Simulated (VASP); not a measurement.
The system is Al.

```
Al
1.0
     0.00000    2.02481    2.02481
     2.02481    0.00000    2.02481
     2.02481    2.02481    0.00000
Al
1
Direct
  0.00000 0.00000 0.00000
```

```yaml
Program: VASP 6.6.1
Task: relaxation of cell and atoms
Functional: r2SCAN
Potentials_or_basis: VASP PAW PBE potentials, release 64 (Al)
Cutoff: 550 eV
k_mesh: 13 × 13 × 13
Occupations: methfessel-paxton, width 0.1 eV
Spin: no spin polarisation
```

At the start: pressure -4.0 GPa; volume 16.60 Å³/atom.

Task: How do energy, volume and symmetry change on relaxing?

Result: Over 3 steps the energy falls by 9.9 meV/atom and the volume is 15.84 Å³/atom (-4.6 %); space group Fm-3m (No. 225, to 0.1 Å) before and after.

Step by step:
```csv
step,energy change (eV),largest force (eV/Å),pressure (GPa),volume (Å³)
1,0.0000,0.0000,-3.95,16.60
2,-0.0090,0.0000,1.33,15.64
3,-0.0099,0.0000,0.04,15.84
```

Final structure:
```xyz
1
Lattice="0.0000 1.9935 1.9935 1.9935 0.0000 1.9935 1.9935 1.9935 0.0000" Properties=species:S:1:pos:R:3 pbc="T T T"
Al    0.0000    0.0000    0.0000
```

Caveat: the PAW data sets were made with another functional, which shifts forces and pressure a little.
